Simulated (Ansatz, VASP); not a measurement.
Zr: VASP beside Ansatz

File INCAR:

```
SYSTEM = Zr
PREC     = Accurate       ! precision mode
ENCUT    = 520            ! plane-wave cutoff, eV
EDIFF    = 1E-6           ! SCF threshold, eV
ISMEAR   = 1              ! smearing method
SIGMA    = 0.1            ! smearing width, eV
LREAL    = .False.        ! projectors in reciprocal space
LASPH    = .True.         ! aspherical terms in the spheres
NELM     = 150            ! most SCF steps
ALGO     = Normal         ! electronic algorithm
ISIF     = 2              ! what is computed and relaxed
LWAVE    = .False.        ! write WAVECAR
LCHARG   = .False.        ! write CHGCAR
LNONCOLLINEAR= .True.         ! non-collinear magnetism
MAGMOM   = 0 0 0          ! initial moments
LORBIT   = 11             ! projections on sites
LSORBIT  = .True.         ! spin-orbit coupling
GGA_COMPAT= .False.      
LORBMOM  = .True.       
LMAXMIX  = 4              ! l up to which the mixer works
GGA      = RE             ! functional
IVDW     = 13             ! dispersion correction
NBANDS   = 23             ! bands
```

File KPOINTS:

```
regular mesh
0
Gamma
  10 10 10
  0 0 0
```

File POSCAR:

```
Zr
1.0
    0.0000000000      2.2089666752      2.2089666752
    2.2089666752      0.0000000000      2.2089666752
    2.2089666752      2.2089666752      0.0000000000
Zr
1
Direct
    0.0000000000      0.0000000000      0.0000000000
```

The input input.yaml:

```yaml
crystal:
  lattice:
    - [0.0, 2.2089666752, 2.2089666752]
    - [2.2089666752, 0.0, 2.2089666752]
    - [2.2089666752, 2.2089666752, 0.0]
  atoms:
    - { symbol: Zr, position: [0.0, 0.0, 0.0] }
hamiltonian:
  xc: revpbe
  pseudopotentials: { kind: paw_fr }
  dispersion: d4
magnetization:
  noncollinear: true
  spin_orbit: true
kpoints:
  mp_grid: { grid: [10, 10, 10] }
scf:
  occupations: { method: methfessel_paxton, width: 0.1 }
output:
  forces: true
  stress: true
  eigenvalues: true
```

Alike in both runs: task single point; functional revPBE; dispersion D4; k mesh 10 × 10 × 10; occupations methfessel-paxton of order 1, width 0.1 eV; non-collinear spin, spin-orbit coupling.

```csv
,VASP,Ansatz
version,VASP 6.6.1,Ansatz 0.2.0
potentials or method,"VASP PAW PBE potentials, release 64 (Zr_sv)",Ansatz PAW
plane-wave cutoff (eV),520,420
valence electrons in the cell,12,12
```

```tsv
	VASP	Ansatz	Ansatz less VASP
pressure (GPa)	6.9	6.9	+0.04
```

VASP's potentials were made for PBE, not for revPBE.
